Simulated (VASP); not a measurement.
# BN in VASP: further runs, part 2 of 2

VASP 6.6.1.

**4. Single point, PBEsol**

Input file INCAR:

```
ALGO     = Normal         # electronic algorithm
EDIFF    = 1E-6           # SCF threshold, eV
ENCUT    = 520            # plane-wave cutoff, eV
GGA      = PS             # functional
ISIF     = 2              # what is computed and relaxed
ISMEAR   = -1             # smearing method
LASPH    = T              # aspherical terms in the spheres
LCHARG   = T              # write CHGCAR
LELF     = T              # ELF
LREAL    = Auto         
LVHAR    = T            
LWAVE    = F              # write WAVECAR
NBANDS   = 46             # bands
NELM     = 80             # most SCF steps
PREC     = Accurate       # precision mode
SIGMA    = 0.02           # smearing width, eV
```

Input file KPOINTS:

```
Automatic mesh
0
Gamma
  4 4 4
  0.5 0.5 0.5
```

Input file POSCAR:

```
BN
1.0
    1.2769698009     -2.2117765748     -4.2268550000
    1.2769698009     -2.2117765748      4.2268550000
   -5.1078792034     -0.0000000001      0.0000000000
B N
8 8
Direct
    0.8292335913      0.8275318532      0.1628293087
    0.3265533782      0.3283355543      0.1700716394
    0.8251948587      0.8351256465      0.6599155952
    0.3320274351      0.3265621424      0.6680146232
    0.9196884200      0.4166780257      0.3398654363
    0.4215494432      0.9171883994      0.3402869816
    0.9266120183      0.4196930443      0.8321230277
    0.4115341679      0.9101431810      0.8281047560
    0.0165271784      0.6421573455      0.1680842892
    0.5275524624      0.1522580651      0.1714088135
    0.0179613357      0.6509828139      0.6626328350
    0.5270186104      0.1466100087      0.6756822678
    0.1056338598      0.2294225869      0.3319236608
    0.6002500455      0.7322037084      0.3386865930
    0.1048578693      0.2341284499      0.8410910128
    0.6014781632      0.7242945361      0.8319988650
```

Command:

```console
> cat potpaw_PBE.64/B/POTCAR potpaw_PBE.64/N/POTCAR > POTCAR
> mpirun -np 1 vasp_std > vasp.out
```

It took 3 min on 1 thread of Intel Xeon Platinum 8559C (Emerald Rapids), shared host; peak memory 0.27 GiB.

The run converged. Its results:

- Free energy: -146.1891 eV
- Pressure: -4.8 GPa
- Largest force: 1.742 eV/Å
- Band gap on the k mesh: 4.99 eV

Forces on the atoms (eV/Å):
```
B   -0.334 -0.265  0.063
B    0.559 -1.021 -0.488
B   -1.172 -0.383 -0.816
B    0.098 -0.503  0.073
B    1.108  0.258  0.463
B    0.457  0.278  1.050
B   -1.124  0.405  1.268
B   -0.825 -0.995  0.088
N    0.498 -0.930 -0.190
N   -0.411  1.343 -0.032
N   -0.818  0.001 -0.762
N    1.065  0.303  0.460
N   -1.322  0.749 -0.082
N    1.065  0.202 -0.682
N    1.115  0.412 -0.706
N    0.042  0.145  0.294
```

Stress tensor (GPa, compression positive):
```
-4.35  0.21  0.18
 0.21 -4.83  0.40
 0.18  0.40 -5.13
```

Levels at points of the mesh, in eV from the valence-band top:
| k point | band 30 | band 31 | band 32 | band 33 | band 34 | band 35 |
| --- | --- | --- | --- | --- | --- | --- |
| (0.12, 0.12, 0.12) | -1.62 | -0.86 | -0.58 | 7.04 | 7.21 | 7.37 |

Caveat: the cell stands under tension; the atoms stand as in a frame of molecular dynamics; the PAW data sets were made with another functional, which shifts forces and pressure a little; a shifted mesh leaves out Γ, where band edges can lie.

**5. Single point, PBEsol**

Input file INCAR:

```
SYSTEM = BN
PREC = Accurate ; ENCUT = 520
EDIFF = 1E-6 ; ISMEAR = -1
SIGMA = 0.02 ; LREAL = Auto
LASPH = .True. ; NELM = 100
ALGO = Normal ; ISIF = 2
LWAVE = .False. ; LCHARG = .False.
GGA = PS ; NBANDS = 46
```

KPOINTS is that of step 4.

Input file POSCAR:

```
BN
1.0
    1.2769698009     -2.2117765748     -4.2268550000
    1.2769698009     -2.2117765748      4.2268550000
   -5.1078792034     -0.0000000001      0.0000000000
B N
8 8
Direct
    0.8322065802      0.8304979813      0.1673206195
    0.3285846713      0.3278550508      0.1728532853
    0.8274670347      0.8309301297      0.6644476037
    0.3378384403      0.3321465015      0.6713713072
    0.9256619060      0.4238509851      0.3413289818
    0.4253598667      0.9204130445      0.3485842745
    0.9256010935      0.4253255932      0.8417437866
    0.4194066687      0.9215904436      0.8443206356
    0.0197168223      0.6471715138      0.1702217753
    0.5157229859      0.1381898082      0.1657028009
    0.0141765799      0.6381239356      0.6679441552
    0.5182995451      0.1430841663      0.6771924097
    0.0985102341      0.2335165213      0.3409393743
    0.5976557520      0.7230205918      0.3366729594
    0.0969832795      0.2240084554      0.8350128462
    0.6083025813      0.7329422957      0.8358719996
```

Command:

```console
> cat potpaw_PBE.64/B/POTCAR potpaw_PBE.64/N/POTCAR > POTCAR
> mpirun -np 1 vasp_std > vasp.out
```

It took 2.9 min on 1 thread of Intel Xeon Platinum 8559C (Emerald Rapids), shared host; peak memory 0.27 GiB.

It converged, with:

```
Free energy            : -146.2067 eV
Pressure               : -4.7 GPa
Largest force          : 1.834 eV/Å
Band gap on the k mesh : 4.89 eV
```

Forces on the atoms (eV/Å):
```
B   -0.334 -0.161  0.477
B    0.531  0.175  0.100
B   -0.532 -0.281 -0.541
B   -0.410  0.301  0.904
B   -0.037  1.237  0.570
B    0.882  0.837  0.565
B   -0.296  1.246 -0.162
B    0.461  0.940 -0.488
N   -0.358 -0.659 -0.226
N   -1.382 -1.105  0.483
N    0.227 -1.143  0.473
N    0.951 -0.732  0.115
N    0.318  0.006 -1.804
N    0.596 -0.386 -0.188
N    0.111 -1.032 -0.316
N   -0.728  0.756  0.038
```

Stress tensor (GPa, compression positive):
```
-3.74  0.19 -0.08
 0.19 -5.26 -0.64
-0.08 -0.64 -5.15
```

Levels at points of the mesh, in eV from the valence-band top:
```
           k point  band 30  band 31  band 32  band 33  band 34  band 35
(0.12, 0.12, 0.12)    -1.72    -0.95    -0.74     6.95     7.13     7.19
```

Caveat: the cell stands under tension; the atoms stand as in a frame of molecular dynamics; the PAW data sets were made with another functional, which shifts forces and pressure a little; a shifted mesh leaves out Γ, where band edges can lie.

**6. Summary**

```tsv
cell	smearing	gap on the mesh (eV)	pressure (GPa)	largest force (eV/Å)
as given, atomic positions A	gaussian 0.1 eV	5.24	-5.4	0.01
as given, atomic positions B	fermi-dirac 0.02 eV	5.23	-4.6	2.18
as given, atomic positions C	fermi-dirac 0.02 eV	4.99	-4.8	1.74
as given, atomic positions D	fermi-dirac 0.02 eV	4.89	-4.7	1.83
```

Alike in all rows: task single point; level PBEsol; potentials or basis VASP PAW PBE potentials, release 64 (B, N); no spin polarisation; k mesh 4 × 4 × 4, shifted; cutoff (eV) 520.

Caveats: the cell stands under tension; the PAW data sets were made with another functional, which shifts forces and pressure a little; a shifted mesh leaves out Γ, where band edges can lie; the atoms stand as in a frame of molecular dynamics (at least some runs).

Total energies depend on the potentials used, so only differences within one code and one set of settings carry meaning.
